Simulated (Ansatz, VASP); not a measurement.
**One calculation of Ag, two programs**

The input INCAR:

```
SYSTEM = Ag
ALGO = Normal ; EDIFF = 1E-6
ENCUT = 520 ; GGA = CA
ISIF = 2 ; ISMEAR = -1
LASPH = .TRUE. ; LCHARG = .TRUE.
LELF = .TRUE. ; LREAL = .FALSE.
LVHAR = .TRUE. ; LWAVE = .FALSE.
NBANDS = 12 ; NELM = 100
PREC = Accurate ; SIGMA = 0.05
```

Contents of KPOINTS:

```
k-points
0
G
  11 11 11
  0 0 0
```

File POSCAR:

```
Ag
1.0
   -1.6774414196      1.6774414196      1.6774414196
    1.6774414196     -1.6774414196      1.6774414196
    1.6774414196      1.6774414196     -1.6774414196
Ag
1
Direct
    0.0000000000      0.0000000000      0.0000000000
```

File input.yaml:

```yaml
crystal:
  lattice:
    - [-1.6774414196, 1.6774414196, 1.6774414196]
    - [1.6774414196, -1.6774414196, 1.6774414196]
    - [1.6774414196, 1.6774414196, -1.6774414196]
  atoms:
    - { symbol: Ag, position: [0.0, 0.0, 0.0] }
kpoints:
  mp_grid: { grid: [11, 11, 11] }
scf:
  occupations: { method: fermi_dirac, width: 0.05 }
hamiltonian:
  xc: lda
  pseudopotentials: { kind: all_electron, lapw: { basis_error: 0.001 } }
output:
  forces: true
  stress: true
  eigenvalues: true
```

Change from the starting cell: volume scaled by 1.04.

Alike in both runs: task single point; functional LDA; k mesh 11 × 11 × 11; occupations fermi-dirac, width 0.05 eV; no spin polarisation.

|  | VASP | Ansatz |
| --- | --- | --- |
| version | VASP 6.6.1 | Ansatz 0.2.0 |
| potentials or method | VASP PAW LDA potentials, release 64 (Ag), cutoff 520 eV | all-electron LAPW, scalar-relativistic |

Ansatz gave:

| Quantity | Value |
| --- | --- |
| gap on the k mesh at the Fermi level (eV) | none |
| pressure (GPa) | -13.7 |

Problem. Estimate VASP's values.

Solution. gap on the k mesh at the Fermi level (eV): none; pressure (GPa): -13.6.

LDA's correlation is that of Perdew and Zunger in VASP and of Perdew and Wang (1992) in Ansatz. A gap of «none» marks a metal or a gap that the smearing closes. Ansatz ran all-electron here, and VASP with PAW potentials.
